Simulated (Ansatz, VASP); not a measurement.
# Si2Sn in VASP and in Ansatz

```
CELL_PARAMETERS angstrom
0.00000 3.82551 3.82551
3.82551 0.00000 3.82551
3.82551 3.82551 0.00000
ATOMIC_POSITIONS crystal
Si 0.62500 0.62500 0.62500
Si 0.12500 0.62500 0.62500
Si 0.62500 0.62500 0.12500
Si 0.62500 0.12500 0.62500
Sn 0.00000 0.00000 0.00000
Sn 0.25000 0.25000 0.25000
```

Alike in both runs: task single point; functional r2SCAN; k mesh 4 × 4 × 4; occupations gaussian, width 0.1 eV; no spin polarisation.

|  | VASP | Ansatz |
| --- | --- | --- |
| version | VASP 6.6.1 | Ansatz 0.2.0 |
| potentials or method | VASP PAW PBE potentials, release 64 (Si, Sn_d), cutoff 520 eV | scalar-relativistic, plane waves, PAW |
| valence electrons in the cell | 44 | 44 |

```tsv
	VASP	Ansatz	Ansatz less VASP
gap on the k mesh at the Fermi level (eV)	none	none	-
pressure (GPa)	-0.6	-0.6	-0.05
```

VASP's potentials were made for PBE, not for r2SCAN. A gap of «none» marks a metal or a gap that the smearing closes. With one functional, cell and mesh, what is left measures potentials, basis and numerics.
